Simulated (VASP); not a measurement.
# Li (a cell with a defect) in VASP: a series of runs, part 2 of 2

VASP 6.6.1. Earlier steps stand in the parts before.

### Step 4. Single point, PBE+D3(BJ)

Contents of INCAR:

```
SYSTEM = Li
  PREC = Accurate
  ENCUT = 520
  EDIFF = 1E-6
  ISMEAR = -1
  SIGMA = 0.1
  LREAL = Auto
  LASPH = .True.
  NELM = 80
  ALGO = Normal
  ISIF = 2
  LWAVE = .False.
  LCHARG = .False.
  GGA = PE
  IVDW = 12
  NBANDS = 40
```

Contents of KPOINTS:

```
Automatic mesh
0
Gamma
  2 2 2
  0 0 0
```

Contents of POSCAR:

```
Li
1.0
    6.9800000000      0.0000000000      0.0000000000
    0.0000000000      6.9800000000      0.0000000000
    0.0000000000      0.0000000000      6.9800000000
Li
17
Direct
   -0.1490544413      0.0176504298     -0.0119627507
    0.0971776504      0.1437392550      0.2923065903
    0.2120200573      0.8586246418      0.0739255014
    0.2097707736      0.3630372493      0.5420200573
    0.3695415473      0.4566905444      0.1629226361
    0.6408166189      0.5108739255     -0.1249140401
    0.5918338109     -0.2520200573      0.1748710602
    0.4568194842      0.1098424069      0.2739971347
   -0.2409598854     -0.0593839542      0.5280802292
    0.3464613181      0.6719914040      0.5704584527
    0.2317765043      0.2396131805      0.8598567335
    0.6302722063      0.4278510029      0.5235959885
    0.9303295129      0.3800573066      0.2050143266
    0.9202148997      0.2677936963      0.7416332378
    0.1175214900      0.9464326648      0.6126074499
    0.8707736390      0.6250286533      0.5575501433
    0.4888252149      0.1513180516      0.7445988539
```

Potentials or basis: VASP PAW PBE potentials, release 64 (Li_sv).

Launch:

```
> cat potpaw_PBE.64/Li_sv/POTCAR > POTCAR
> mpirun -np 1 vasp_std > vasp.out
```

OUTCAR:

```text
SYSTEM = Li
   PREC = Accurate
   ENCUT = 520
   EDIFF = 1E-6
   ISMEAR = -1
   LREAL = Auto
   LASPH = .True.
   NELM = 80
   ISIF = 2
   GGA = PE
   IVDW = 12
 IVDW          = 12

 ion  position               nearest neighbor table
   1  0.851  0.018  0.988-  14 2.50
   2  0.097  0.144  0.292-  13 2.11   4 2.45   8 2.52
   3  0.212  0.859  0.074-
   4  0.210  0.363  0.542-  10 2.37  11 2.38   2 2.45  14 2.54
   5  0.370  0.457  0.163-   7 2.56
   6  0.641  0.511  0.875-  12 2.52
   7  0.592  0.748  0.175-   5 2.56
   8  0.457  0.110  0.274-   2 2.52
   9  0.759  0.941  0.528-  16 2.35  15 2.57
  10  0.346  0.672  0.570-   4 2.37  15 2.51
  11  0.232  0.240  0.860-  17 2.06  14 2.33   4 2.38
  12  0.630  0.428  0.524-  16 2.18   6 2.52
  13  0.930  0.380  0.205-   2 2.11
  14  0.920  0.268  0.742-  11 2.33   1 2.50   4 2.54
  15  0.118  0.946  0.613-  10 2.51   9 2.57
  16  0.871  0.625  0.558-  12 2.18   9 2.35
  17  0.489  0.151  0.745-  11 2.06

  LATTYP: Found a simple cubic cell.
 ALAT       =     6.9800000000

  Lattice vectors:
[... 196 lines left out ...]
 fundamental gap:      0.0318297085
 Fermi energy:         0.4793681725

 k-point     1 :       0.0000    0.0000    0.0000
  band No.  band energies     occupation
      1     -46.4057      2.00000
      2     -46.3991      2.00000
      3     -46.3573      2.00000
      4     -46.3507      2.00000
      5     -46.2270      2.00000
      6     -46.2229      2.00000
[... 309 lines left out ...]
     36       3.6545      0.00000
     37       3.7344      0.00000
 [bands above 37 left out]

------------------------ aborting loop because EDIFF is reached ----------------------------------------

 Edisp (eV)   -2.91478

 E8    (eV) :    -1.2165

  FORCE on cell =-STRESS in cart. coord.  units (eV):
  Direction    XX          YY          ZZ          XY          YZ          ZX
  --------------------------------------------------------------------------------------
  -------------------------------------------------------------------------------------
  Total       4.17353     5.06251    -2.85719    -1.73372     1.15910     0.87349
  in kB      19.66291    23.85122   -13.46118    -8.16813     5.46093     4.11528
  external pressure =       10.02 kB  Pullay stress =        0.00 kB

 VOLUME and BASIS-vectors are now :
 -----------------------------------------------------------------------------
  energy-cutoff  :      520.00
  volume of cell :      340.07
      direct lattice vectors                 reciprocal lattice vectors
     6.980000000  0.000000000  0.000000000     0.143266476  0.000000000  0.000000000
     0.000000000  6.980000000  0.000000000     0.000000000  0.143266476  0.000000000
     0.000000000  0.000000000  6.980000000     0.000000000  0.000000000  0.143266476

 POSITION                                       TOTAL-FORCE (eV/Angst)
 -----------------------------------------------------------------------------------
      5.93960      0.12320      6.89650        -0.353511     -0.243356      0.044209
      0.67830      1.00330      2.04030        -0.016621     -0.916217      0.297629
      1.47990      5.99320      0.51600        -0.133868     -0.432820     -0.302389
      1.46420      2.53400      3.78330         0.050000      0.118705     -0.466465
      2.57940      3.18770      1.13720        -0.340259     -0.063781      0.036104
      4.47290      3.56590      6.10810        -0.068376      0.149402      0.185186
[... 9 lines left out ...]
      6.07800      4.36270      3.89170         1.081786      0.105342     -0.020364
      3.41200      1.05620      5.19730         0.984418     -0.792460     -0.170668
 -----------------------------------------------------------------------------------
    total drift:                                0.001247      0.011342     -0.015634

  FREE ENERGIE OF THE ION-ELECTRON SYSTEM (eV)
  ---------------------------------------------------
  free  energy   TOTEN  =       -30.9648489204 eV

  energy  without entropy=      -30.7305033404  energy(sigma->0) =      -30.84767613
```

OSZICAR:

```text
N       E                     dE             d eps       ncg     rms          rms(c)
DAV:   1     0.309887036138E+03    0.30989E+03   -0.22928E+04   648   0.128E+03
DAV:   2     0.528414803936E+02   -0.25705E+03   -0.24191E+03   656   0.350E+02
DAV:   3    -0.107193165649E+02   -0.63561E+02   -0.61806E+02  1192   0.863E+01
DAV:   4    -0.259696508589E+02   -0.15250E+02   -0.14958E+02  1088   0.678E+01
DAV:   5    -0.294678763087E+02   -0.34982E+01   -0.34961E+01  1200   0.208E+01    0.341E+00
DAV:   6    -0.281735737429E+02    0.12943E+01   -0.22905E+00   856   0.698E+00    0.141E+00
DAV:   7    -0.280500474304E+02    0.12353E+00   -0.73675E-01   960   0.303E+00    0.529E-01
DAV:   8    -0.280530398433E+02   -0.29924E-02   -0.18041E-01   960   0.155E+00    0.309E-01
DAV:   9    -0.280501286290E+02    0.29112E-02   -0.28281E-02  1032   0.561E-01    0.177E-01
DAV:  10    -0.280500465419E+02    0.82087E-04   -0.51238E-03  1008   0.258E-01    0.715E-02
DAV:  11    -0.280500750153E+02   -0.28473E-04   -0.60439E-04  1072   0.110E-01    0.199E-02
DAV:  12    -0.280500719755E+02    0.30398E-05   -0.13746E-04  1024   0.539E-02    0.863E-03
DAV:  13    -0.280500715445E+02    0.43100E-06   -0.13799E-05   944   0.190E-02    0.308E-03
DAV:  14    -0.280500714101E+02    0.13439E-06   -0.27369E-06   712   0.862E-03
   1 F= -.30964849E+02 E0= -.30847676E+02  d E =-.234346E+00
```

stdout:

```text
POSCAR found type information on POSCAR Li
 POSCAR found :  1 types and      17 ions
 scaLAPACK will be used
 LDA part: xc-table for (Slater+PW92), standard interpolation
 POSCAR, INCAR and KPOINTS ok, starting setup
 FFT: planning ... GRIDC
 FFT: planning ... GRID_SOFT
 FFT: planning ... GRID
 WAVECAR not read
 entering main loop
```

It took 1.8 min on 1 thread of Intel Xeon Platinum 8488C (Sapphire Rapids), shared host; peak memory 0.37 GiB.

What came out:

```yaml
Free_energy: -30.9648 eV
Largest_force: 1.510 eV/Å
Band_gap_on_the_k_mesh: zero (an odd number of electrons rules out a gap without spin polarisation)
Dispersion_energy_per_atom: -0.171 eV
```

Forces in eV/Å, atoms in the order of the input:
```
Li  -0.354 -0.243  0.044
Li  -0.017 -0.916  0.298
Li  -0.134 -0.433 -0.302
Li   0.050  0.119 -0.466
Li  -0.340 -0.064  0.036
Li  -0.068  0.149  0.185
Li   0.409  0.211  0.401
Li   0.526  0.080  0.137
Li  -0.513  0.634 -0.227
Li   0.458  0.469  0.045
Li  -0.434  0.325  1.409
Li  -0.600 -0.875 -0.902
Li  -0.752  1.015 -0.359
Li  -0.539  0.136 -0.253
Li   0.243  0.080  0.146
Li   1.082  0.105 -0.020
Li   0.984 -0.792 -0.171
```

Levels at points of the mesh, in eV from the Fermi level:
```tsv
k point	band 22	band 23	band 24	band 25	band 26	band 27	band 28	band 29
(0.00, 0.00, 0.00)	-1.14	-0.97	-0.85	0.31	0.40	0.58	0.64	0.95
(0.50, 0.00, 0.00)	-0.71	-0.59	-0.52	-0.45	-0.42	-0.30	0.96	1.13
(0.00, 0.50, 0.00)	-0.81	-0.66	-0.55	-0.39	-0.28	0.03	0.69	0.89
(0.00, 0.00, 0.50)	-0.74	-0.59	-0.45	-0.38	-0.36	-0.12	0.78	1.00
(0.50, 0.50, 0.00)	-0.68	-0.31	-0.19	-0.12	0.04	0.23	0.42	0.93
(0.00, 0.50, 0.50)	-0.60	-0.40	-0.31	-0.01	0.11	0.25	0.34	0.67
(0.50, 0.00, 0.50)	-0.38	-0.25	-0.21	-0.07	0.03	0.19	0.37	0.44
(0.50, 0.50, 0.50)	-1.62	-1.58	-1.42	-1.27	1.21	1.51	1.57	1.93
```

Caveat: the k points lie up to 0.45 Å⁻¹ apart, too coarse for converged energies and pressures of a metal; the cutoff is under 1.25 times the usual one of these potentials, so pressure, stress and relaxed cells hold a basis-set (Pulay) error; the atoms stand as in a frame of molecular dynamics.

### Step 5. The runs side by side

| cell | gap on the mesh (eV) | largest force (eV/Å) |
| --- | --- | --- |
| as given, atomic positions A | none | 1.67 |
| as given, atomic positions B | none | 1.37 |
| as given, atomic positions C | none | 1.51 |

Alike in all rows: task single point; level PBE+D3(BJ); potentials or basis VASP PAW PBE potentials, release 64 (Li_sv); no spin polarisation; k mesh 2 × 2 × 2; cutoff (eV) 520; smearing fermi-dirac 0.1 eV.

Caveats: all runs use coarse meshes; the cutoff is under 1.25 times the usual one of these potentials, so pressure, stress and relaxed cells hold a basis-set (Pulay) error; the atoms stand as in a frame of molecular dynamics.

Absolute energies hang on the potentials; compare differences alone.

The gap in the log of VASP goes by the Fermi energy; the results here count the filled bands.